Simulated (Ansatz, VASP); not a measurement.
## MnB5 in VASP and in Ansatz

```
Mn B
1.0
     1.46109    0.84356    6.02021
    -1.46109    0.84356    6.02021
     0.00000   -1.68712    6.02021
Mn B
1 5
Cartesian
  0.0000 0.0000 0.0000
  0.0000 0.0000 9.0303
  0.0000 0.0000 10.6396
  0.0000 0.0000 7.4211
  0.0000 0.0000 4.3217
  0.0000 0.0000 13.7390
```

Alike in both runs: functional PBE; k mesh 12 × 12 × 12; occupations gaussian, width 0.1 eV; collinear spin.

Ansatz relaxed the structure, and its values are those at the end. VASP's run is a single point on that final structure, the one shown.

|  | VASP | Ansatz |
| --- | --- | --- |
| version | VASP 6.6.1 | Ansatz 0.2.0 |
| potentials or method | VASP PAW PBE potentials, release 64 (Mn_pv, B), cutoff 520 eV | scalar-relativistic, plane waves, PAW |
| valence electrons in the cell | 28 | 30 |

VASP gave:

- gap on the k mesh at the Fermi level (eV): none
- pressure (GPa): 0.0
- net moment per atom (μB): 0.32
- size of the moment on the site where the two differ most (μB): 1.96

Problem. Estimate Ansatz's values.

Solution. gap on the k mesh at the Fermi level (eV): none; pressure (GPa): 0.0; net moment per atom (μB): 0.32; size of the moment on the site where the two differ most (μB): 1.84.

Site moments also hang on the region over which each program counts them. A gap of «none» marks a metal or a gap that the smearing closes. The functional is the same, so the differences come from potentials, cutoffs and numerics. VASP's potentials hold 28 valence electrons a cell and Ansatz's 30, so a difference there can come from the potentials and not from the codes.
